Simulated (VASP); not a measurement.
# CaI (P-6m2) in VASP: a series of runs

Runs on CaI. Level: PBE. Tasks: single point.

Everything below comes from runs of VASP 6.6.1. Logs are shortened: lines on timing, memory, paths and dates and some standing lists are left out, and cuts for length are marked.

### Step 1. The cell of the first run

Symmetry: P-6m2, No. 187, hexagonal system. Conventional cell: a = 3.902 Å, b = 3.902 Å, c = 5.168 Å, α = 90.00°, β = 90.00°, γ = 120.00°. Ca (site symmetry -6m2) has 6 I at 3.43 Å and 6 Ca at 3.90 Å within 4.5 Å. Within 4.5 Å of I (site symmetry -6m2) lie 6 Ca at 3.43 Å and 6 I at 3.90 Å.

### Step 2. Single point, PBE

INCAR reads:

```
PREC = Accurate
ENCUT = 520
EDIFF = 1E-7
ISMEAR = 0
SIGMA = 0.15
LREAL = F
LASPH = T
NELM = 100
ALGO = Fast
ISIF = 2
LWAVE = F
LCHARG = T
GGA = PE
LELF = T
LVHAR = T
NBANDS = 16
```

KPOINTS reads:

```
Automatic mesh
0
Gamma
  15 15 12
```

POSCAR reads:

```
CaI
1.0
    3.9023074613      0.0000000000      0.0000000000
   -1.9511537307      3.3794973949      0.0000000000
    0.0000000000      0.0000000000      5.1676756385
Ca I
1 1
Direct
    0.0000000000      0.0000000000      0.5000000000
    0.6666666667      0.3333333333      0.0000000000
```

Potentials or basis: VASP PAW PBE potentials, release 64 (Ca_sv, I).

Run with:

```
$ cat potpaw_PBE.64/Ca_sv/POTCAR potpaw_PBE.64/I/POTCAR > POTCAR
$ mpirun -np 1 vasp_std > vasp.out
```

OUTCAR:

```text
PREC = Accurate
   ENCUT = 520
   EDIFF = 1E-7
   ISMEAR = 0
   LREAL = F
   LASPH = T
   NELM = 100
   ISIF = 2
   GGA = PE

 ion  position               nearest neighbor table
   1  0.000  0.000  0.500-
   2  0.667  0.333  0.000-

  LATTYP: Found a hexagonal cell.
 ALAT       =     3.9023074613
 C/A-ratio  =     1.3242615272

  Lattice vectors:

 A1 = (   3.9023074613,   0.0000000000,   0.0000000000)
 A2 = (  -1.9511537307,   3.3794973949,   0.0000000000)
 A3 = (   0.0000000000,   0.0000000000,   5.1676756385)

Analysis of symmetry for initial positions (statically):
=====================================================================
 Subroutine PRICEL returns:
 Original cell was already a primitive cell.

 Routine SETGRP: Setting up the symmetry group for a
 hexagonal supercell.

 Subroutine GETGRP returns: Found 12 space group operations
 (whereof 12 operations were pure point group operations)
 out of a pool of 24 trial point group operations.

The static configuration has the point symmetry D_3h.

Analysis of symmetry for dynamics (positions and initial velocities):
=====================================================================
 Subroutine PRICEL returns:
 Original cell was already a primitive cell.

 Routine SETGRP: Setting up the symmetry group for a
 hexagonal supercell.

 Subroutine GETGRP returns: Found 12 space group operations
 (whereof 12 operations were pure point group operations)
 out of a pool of 24 trial point group operations.

The dynamic configuration has the point symmetry D_3h.

 Subroutine INISYM returns: Found 12 space group operations
 (whereof 12 operations are pure point group operations),
 and found     1 'primitive' translations

----------------------------------------------------------------------------------------

                                     Primitive cell

  volume of cell :      68.1505

  direct lattice vectors                    reciprocal lattice vectors
     3.902307461  0.000000000  0.000000000     0.256258639  0.147950994  0.000000000
    -1.951153731  3.379497395  0.000000000     0.000000000  0.295901989  0.000000000
     0.000000000  0.000000000  5.167675638     0.000000000  0.000000000  0.193510597

  length of vectors
     3.902307461  3.902307461  5.167675638     0.295901989  0.295901989  0.193510597

  position of ions in fractional coordinates (direct lattice)
     0.000000000  0.000000000  0.500000000
     0.666666667  0.333333333  0.000000000

  ion indices of the primitive-cell ions
   primitive index   ion index
                 1           1
                 2           2

----------------------------------------------------------------------------------------

 KPOINTS: Automatic mesh

Automatic generation of k-mesh.
 Grid dimensions read from file:
 generate k-points for:   15   15   12

 Generating k-lattice:

  Cartesian coordinates                     Fractional coordinates (reciprocal lattice)
     0.017083909  0.009863400  0.000000000     0.066666667  0.000000000  0.000000000
     0.000000000  0.019726799  0.000000000     0.000000000  0.066666667  0.000000000
     0.000000000  0.000000000  0.016125883     0.000000000  0.000000000  0.083333333

  Length of vectors
     0.019726799  0.019726799  0.016125883

  Shift w.r.t. Gamma in fractional coordinates (k-lattice)
     0.000000000  0.000000000  0.000000000

 Subroutine IBZKPT returns following result:
 ===========================================

 Found    189 irreducible k-points:

 Following reciprocal coordinates:
            Coordinates               Weight
  0.000000  0.000000  0.000000      1.000000
  0.066667  0.000000  0.000000      6.000000
  0.133333  0.000000  0.000000      6.000000
  0.200000  0.000000  0.000000      6.000000
  0.266667  0.000000  0.000000      6.000000
  0.333333  0.000000  0.000000      6.000000
[... 16 lines left out ...]
  0.333333  0.200000  0.000000     12.000000
  0.400000  0.200000  0.000000      6.000000
 [... further k-points ...]
   k-points           NKPTS =    189   k-points in BZ     NKDIM =    189   number of bands    NBANDS=     16
   number of dos      NEDOS =    301   number of ions     NIONS =      2
   total plane-waves  NPLWV =  36000
   dimension x,y,z NGX =    30 NGY =   30 NGZ =   40
   dimension x,y,z NGXF=    60 NGYF=   60 NGZF=   80
   ions per type =               1   1
   NGX,Y,Z   is equivalent  to a cutoff of  12.78, 12.78, 12.87 a.u.
   NGXF,Y,Z  is equivalent  to a cutoff of  25.56, 25.56, 25.74 a.u.
 SYSTEM =  unknown system
   PREC   = accura    normal or accurate (medium, high low for compatibility)
   ISTART =      0    job   : 0-new  1-cont  2-samecut
   ICHARG =      2    charge: 1-file 2-atom 10-const
   ISPIN  =      1    spin polarized calculation?
   LNONCOLLINEAR =      F non collinear calculations
   LSORBIT =      F    spin-orbit coupling
   LASPH  =      T    aspherical Exc in radial PAW
   ENCUT  =  520.0 eV  38.22 Ry    6.18 a.u.   7.26  7.26  9.61*2*pi/ulx,y,z
   NELM   =    100;   NELMIN=  2; NELMDL= -5     # of ELM steps
   EDIFF  = 0.1E-06   stopping-criterion for ELM
   LREAL  =      F    real-space projection
   EDIFFG = 0.1E-05   stopping-criterion for IOM
   NSW    =      0    number of steps for IOM
   IBRION =     -1    ionic relax: 0-MD 1-quasi-New 2-CG
   NFREE  =      0    steps in history (QN), initial steepest desc. (CG)
   ISIF   =      2    stress and relaxation
   ISYM   =      2    0-nonsym 1-usesym 2-fastsym
   POTIM  = 0.5000    time-step for ionic-motion
   TEBEG  =    0.0;   TEEND  =   0.0 temperature during run
   PSTRESS=    0.0 pullay stress
   NELECT =      17.0000    total number of electrons
   NUPDOWN=      -1.0000    fix difference up-down
   EMIN   =  10.00;   EMAX   =-10.00  energy-range for DOS
   EFERMI =   0.00;   METHOD = LEGACY
   ISMEAR =     0;   SIGMA  =   0.15  broadening in eV -4-tet -1-fermi 0-gaus
   EFERMI_NEDOS =   21; number of points for ismear=-14 and -15
   IALGO  =     68    algorithm
   IMIX   =      4    mixing-type and parameters
     AMIX     =   0.40;   BMIX     =  1.00
     AMIX_MAG =   1.60;   BMIX_MAG =  1.00
  volume/ion in A,a.u.               =      34.08       229.95
  Fermi-wavevector in a.u.,A,eV,Ry     =   1.030548  1.947453 14.449782  1.062029
  Thomas-Fermi vector in A             =   2.164652
   LORBIT       =      0    0 simple, 1 ext, 2 COOP (PROOUT), +10 PAW based schemes
   GGA     = PE    functional components
   LHFCALC =     F    Hartree Fock is set to
   AEXX    =    0.0000 exact exchange contribution
   IVDW    =     0    specifies the selected vdW correction
   LEPSILON=     F    determine dielectric tensor
   LRPA    =     F    only Hartree local field effects (RPA)
 non-spin polarized calculation
 RMM-DIIS sequential band-by-band and
 Gauss-broadening in eV      SIGMA  =   0.15
  energy-cutoff  :      520.00
  volume of cell :       68.15
 maximum number of plane-waves:      1855
 NGX is ok and might be reduce to    30

 number of electron      17.0000000 magnetization

 Free energy of the ion-electron system (eV)
  ---------------------------------------------------
  ext. energy  EPLUGINS =         0.00000000
  ---------------------------------------------------
  free energy    TOTEN  =        -5.24030073 eV

  energy without entropy =       -5.21135201  energy(sigma->0) =       -5.22582637

 E-fermi :   5.1935     XC(G=0):  -8.7201

 val. band max:        5.1920406257   @ k =   0.2000   0.1333   0.2500
 cond. band min:       5.1965787089   @ k =   0.2667   0.1333   0.5000
 fundamental gap:      0.0045380832
 Fermi energy:         5.1935198785

 k-point     1 :       0.0000    0.0000    0.0000
  band No.  band energies     occupation
      1     -37.1288      2.00000
      2     -18.1548      2.00000
      3     -18.0713      2.00000
      4     -18.0713      2.00000
      5      -9.3156      2.00000
      6       0.3847      2.00000
[... 8 lines left out ...]
     15      10.4877      0.00000
     16      11.8700      0.00000

 k-point     2 :       0.0667    0.0000    0.0000
  band No.  band energies     occupation
      1     -37.1284      2.00000
      2     -18.1540      2.00000
      3     -18.0763      2.00000
      4     -18.0725      2.00000
      5      -9.2882      2.00000
      6       0.4033      2.00000
[... 8 lines left out ...]
     15      10.5331      0.00000
     16      11.8036      0.00000

 k-point     3 :       0.1333    0.0000    0.0000
  band No.  band energies     occupation
      1     -37.1272      2.00000
      2     -18.1517      2.00000
      3     -18.0905      2.00000
      4     -18.0757      2.00000
      5      -9.2090      2.00000
      6       0.4572      2.00000
[... 8 lines left out ...]
     15      10.6389      0.00000
     16      11.6316      0.00000

 k-point     4 :       0.2000    0.0000    0.0000
  band No.  band energies     occupation
      1     -37.1255      2.00000
      2     -18.1484      2.00000
      3     -18.1112      2.00000
      4     -18.0806      2.00000
      5      -9.0872      2.00000
      6       0.5406      2.00000
[... 8 lines left out ...]
     15      10.6939      0.00000
     16      11.0002      0.00000
[... 324 lines left out ...]
 k-point    22 :       0.2667    0.2000    0.0000
  band No.  band energies     occupation
      1     -37.1198      2.00000
      2     -18.1630      2.00000
      3     -18.1373      2.00000
      4     -18.1131      2.00000
      5      -8.6326      2.00000
      6      -0.0776      2.00000
[... 8 lines left out ...]
     15      10.0334      0.00000
     16      10.7818      0.00000

 k-point    23 :       0.3333    0.2000    0.0000
  band No.  band energies     occupation
      1     -37.1189      2.00000
      2     -18.1697      2.00000
      3     -18.1355      2.00000
      4     -18.1203      2.00000
      5      -8.5482      2.00000
      6      -0.2637      2.00000
[... 8 lines left out ...]
     15       9.9252      0.00000
     16      10.3604      0.00000

 k-point    24 :       0.4000    0.2000    0.0000
  band No.  band energies     occupation
      1     -37.1185      2.00000
      2     -18.1719      2.00000
      3     -18.1349      2.00000
      4     -18.1229      2.00000
      5      -8.5176      2.00000
      6      -0.3290      2.00000
[... 8 lines left out ...]
     15       9.8874      0.00000
     16      10.0858      0.00000

 [... further k-points ...]

------------------------ aborting loop because EDIFF is reached ----------------------------------------

  FORCE on cell =-STRESS in cart. coord.  units (eV):
  Direction    XX          YY          ZZ          XY          YZ          ZX
  --------------------------------------------------------------------------------------
  -------------------------------------------------------------------------------------
  Total        1.3002986      1.3002986     -1.8060131     -0.0000000     -0.0000000      0.0000000
  in kB       30.5692542     30.5692542    -42.4583019     -0.0000000     -0.0000000      0.0000000
  external PRESSURE =       6.2267355 kB  Pullay stress =       0.0000000 kB

 VOLUME and BASIS-vectors are now :
 -----------------------------------------------------------------------------
  energy-cutoff  :      520.00
  volume of cell :       68.15
      direct lattice vectors                 reciprocal lattice vectors
     3.902307461  0.000000000  0.000000000     0.256258639  0.147950994  0.000000000
    -1.951153731  3.379497395  0.000000000     0.000000000  0.295901989  0.000000000
     0.000000000  0.000000000  5.167675638     0.000000000  0.000000000  0.193510597

 POSITION                                       TOTAL-FORCE (eV/Angst)
 -----------------------------------------------------------------------------------
      0.00000      0.00000      2.58384         0.000000      0.000000      0.000000
      1.95115      1.12650      0.00000        -0.000000     -0.000000      0.000000
 -----------------------------------------------------------------------------------
    total drift:                               -0.000000      0.000000      0.000000

  FREE ENERGIE OF THE ION-ELECTRON SYSTEM (eV)
  ---------------------------------------------------
  free  energy   TOTEN  =        -5.2403007303 eV

  energy  without entropy=       -5.2113520137  energy(sigma->0) =       -5.22582637
```

Run time: 1.7 min. Hardware: 1 thread of Intel Xeon 6975P-C (Granite Rapids), shared host; peak memory 0.35 GiB.

Results:

| Quantity | Value |
| --- | --- |
| Free energy | -5.2403 eV |
| Pressure | 0.6 GPa |
| Band gap on the k mesh | zero (an odd number of electrons rules out a gap without spin polarisation) |

Levels at points of the mesh, in eV from the Fermi level:
```tsv
k point	band 5	band 6	band 7	band 8	band 9	band 10	band 11	band 12	band 13	band 14
(0.00, 0.00, 0.00)	-14.51	-4.81	-2.21	-2.21	-2.01	1.86	2.32	2.32	2.91	2.91
(0.00, 0.00, 0.50)	-14.39	-6.10	-2.16	-2.16	0.42	1.91	1.91	2.93	2.93	3.32
```

Caveat: spin-orbit coupling is left out, which moves the levels of the heavy elements; an odd number of electrons without spin polarisation forces a metal; a magnetic or distorted state may lie lower.

### Step 3. Single point, PBE

This run uses another cell than the first one, of the same volume but with other edges.

INCAR reads:

```
PREC = Accurate
ENCUT = 520
EDIFF = 1E-6
ISMEAR = 0
SIGMA = 0.15
LREAL = F
LASPH = T
NELM = 100
ALGO = Fast
ISIF = 2
LWAVE = F
LCHARG = F
GGA = PE
NBANDS = 16
```

KPOINTS reads:

```
regular mesh
0
Gamma
  15 15 12
```

POSCAR reads:

```
CaI
1.0
    4.0171465102      0.0000000000      0.0000000000
   -2.0085732551      3.4789509286      0.0000000000
    0.0000000000      0.0000000000      4.8764398584
Ca I
1 1
Direct
    0.0000000000      0.0000000000      0.5000000000
    0.6666666667      0.3333333333      0.0000000000
```

Potentials or basis: VASP PAW PBE potentials, release 64 (Ca_sv, I).

Run with:

```
$ cat potpaw_PBE.64/Ca_sv/POTCAR potpaw_PBE.64/I/POTCAR > POTCAR
$ mpirun -np 1 vasp_std > vasp.out
```

It took 75 s on 1 thread of Intel Xeon 6975P-C (Granite Rapids), shared host; peak memory 0.34 GiB.

It converged, with:

```
Free energy            : -5.3696 eV
Pressure               : 0.2 GPa
Band gap on the k mesh : zero (an odd number of electrons rules out a gap without spin polarisation)
```

Stress tensor (GPa, compression positive):
```
 1.30  0.00  0.00
 0.00  1.30  0.00
 0.00  0.00 -1.92
```

Levels at points of the mesh, in eV from the Fermi level:
| k point | band 6 | band 7 | band 8 | band 9 | band 10 | band 11 | band 12 | band 13 |
| --- | --- | --- | --- | --- | --- | --- | --- | --- |
| (0.00, 0.00, 0.00) | -4.87 | -2.96 | -2.96 | -1.76 | 1.28 | 2.28 | 2.28 | 2.65 |
| (0.00, 0.00, 0.50) | -6.35 | -2.89 | -2.89 | 0.89 | 1.71 | 1.71 | 2.58 | 2.58 |

Caveat: spin-orbit coupling is left out, which moves the levels of the heavy elements; an odd number of electrons without spin polarisation forces a metal; a magnetic or distorted state may lie lower.

### Step 4. Single point, PBE

This run uses another cell than the first one, of the same volume but with other edges.

INCAR is that of step 3.

KPOINTS reads:

```
Automatic mesh
0
Gamma
  15 15 12
```

POSCAR reads:

```
CaI
1.0
    4.3776623142      0.0000000000      0.0000000000
   -2.1888311571      3.7911667733      0.0000000000
    0.0000000000      0.0000000000      4.1063285955
Ca I
1 1
Direct
    0.0000000000      0.0000000000      0.5000000000
    0.6666666667      0.3333333333      0.0000000000
```

Run with:

```
$ cat potpaw_PBE.64/Ca_sv/POTCAR potpaw_PBE.64/I/POTCAR > POTCAR
$ mpirun -np 1 vasp_std > vasp.out
```

It took 74 s on 1 thread of Intel Xeon 6975P-C (Granite Rapids), shared host; peak memory 0.35 GiB.

The run converged. Its results:

| Quantity | Value |
| --- | --- |
| Free energy | -5.3105 eV |
| Pressure | -0.2 GPa |
| Band gap on the k mesh | zero (an odd number of electrons rules out a gap without spin polarisation) |

Stress tensor (GPa, compression positive):
```
-1.41  0.00  0.00
 0.00 -1.41  0.00
 0.00  0.00  2.17
```

Levels at points of the mesh, in eV from the Fermi level:
```tsv
k point	band 6	band 7	band 8	band 9	band 10	band 11	band 12	band 13
(0.00, 0.00, 0.00)	-4.51	-4.51	-4.36	-0.91	-0.26	2.17	2.17	2.36
(0.00, 0.00, 0.50)	-6.88	-4.25	-4.25	1.14	1.14	1.65	1.66	1.66
```

Caveat: spin-orbit coupling is left out, which moves the levels of the heavy elements; an odd number of electrons without spin polarisation forces a metal; a magnetic or distorted state may lie lower.

### Step 5. The runs side by side

```csv
cell,further INCAR settings,gap on the mesh (eV),pressure (GPa)
"a = 3.902, b = 3.902, c = 5.168 Å, angles 90.0, 90.0, 120.0°, 2 atoms",ALGO = Fast; EDIFF = 1e-07; NBANDS = 16,none,0.6
"a = 4.017, b = 4.017, c = 4.876 Å, angles 90.0, 90.0, 120.0°, 2 atoms",ALGO = Fast; EDIFF = 1e-06; NBANDS = 16,none,0.2
"a = 4.378, b = 4.378, c = 4.106 Å, angles 90.0, 90.0, 120.0°, 2 atoms",ALGO = Fast; EDIFF = 1e-06; NBANDS = 16,none,-0.2
```

Alike in all rows: task single point; level PBE; potentials or basis VASP PAW PBE potentials, release 64 (Ca_sv, I); no spin polarisation; k mesh 15 × 15 × 12; cutoff (eV) 520; smearing gaussian 0.15 eV.

Caveats: spin-orbit coupling is left out, which moves the levels of the heavy elements; an odd number of electrons without spin polarisation forces a metal; a magnetic or distorted state may lie lower.

Absolute energies hang on the potentials; compare differences alone.
